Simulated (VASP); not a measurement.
A run of VASP 6.6.1:

File INCAR:

```
PREC = Accurate
ENCUT = 600
EDIFF = 1E-6
ISMEAR = 0
SIGMA = 0.1
LREAL = False
LASPH = True
NELM = 100
ALGO = Normal
ISIF = 3
LWAVE = False
LCHARG = False
GGA = PE
IBRION = 2
NSW = 90
EDIFFG = -0.04
```

File KPOINTS:

```
Automatic mesh
0
Gamma
  6 6 2
```

Contents of POSCAR:

```
Li3B2H
1.0
    3.2898313300      0.0000000000      0.0000000000
   -1.6449156700      2.8490775100      0.0000000000
    0.0000000000      0.0000000000      8.1292032100
Li B H
3 2 1
Direct
    0.3333333300      0.6666666700      0.8404457200
    0.6666666700      0.3333333300      0.1595542800
    0.0000000000      0.0000000000      0.5000000000
    0.3333333300      0.6666666700      0.3297771400
    0.6666666700      0.3333333300      0.6702228600
    0.0000000000      0.0000000000      0.0000000000
```

Potentials or basis: VASP PAW PBE potentials, release 64 (Li_sv, B, H).

Launch:

```console
$ cat potpaw_PBE.64/Li_sv/POTCAR potpaw_PBE.64/B/POTCAR potpaw_PBE.64/H/POTCAR > POTCAR
$ mpirun -np 1 vasp_std > vasp.out
```

Hardware: 1 thread of Intel(R) Xeon(R) 6975P-C (Granite Rapids) (shared host).

Task: Estimate the wall time of this run.

Result: It took 110 s on 1 thread of Intel(R) Xeon(R) 6975P-C (Granite Rapids), on a shared host, peak memory 0.22 GiB. Counts: scf iterations 167, k points 14, ion steps 23.
